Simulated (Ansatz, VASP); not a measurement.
**Two plane-wave programs on HfTi2Si2**

```
CELL_PARAMETERS angstrom
3.91609 0.00000 0.00000
-1.95804 3.39143 0.00000
0.00000 0.00000 6.90376
ATOMIC_POSITIONS crystal
Hf 0.00000 0.00000 0.00000
Ti 0.66667 0.33333 0.36996
Ti 0.33333 0.66667 0.63004
Si 0.33333 0.66667 0.21792
Si 0.66667 0.33333 0.78208
```

Change from the starting cell: species swapped into the Li2MnO2 type (P-3m1, No. 164).

Alike in both runs: functional PBE; k mesh 6 × 6 × 4; occupations gaussian, width 0.1 eV; no spin polarisation.

Ansatz relaxed the structure, and its values are those at the end. VASP's run is a single point on that final structure, the one shown.

|  | VASP | Ansatz |
| --- | --- | --- |
| version | VASP 6.6.1 | Ansatz 0.2.0 |
| potentials or method | VASP PAW PBE potentials, release 64 (Hf_pv, Ti_sv, Si), cutoff 520 eV | scalar-relativistic, plane waves, PAW |
| valence electrons in the cell | 42 | 58 |

|  | VASP | Ansatz | Ansatz less VASP |
| --- | --- | --- | --- |
| gap on the k mesh at the Fermi level (eV) | none | none | - |
| pressure (GPa) | -0.4 | -0.3 | +0.08 |
| rms of the force components (eV/Å) | 0.014 | 0.016 | +0.0013 |

A gap of «none» marks a metal or a gap that the smearing closes. With one functional, cell and mesh, what is left measures potentials, basis and numerics. VASP's potentials hold 42 valence electrons a cell and Ansatz's 58, so a difference there can come from the potentials and not from the codes.

Spin-orbit coupling is off throughout.
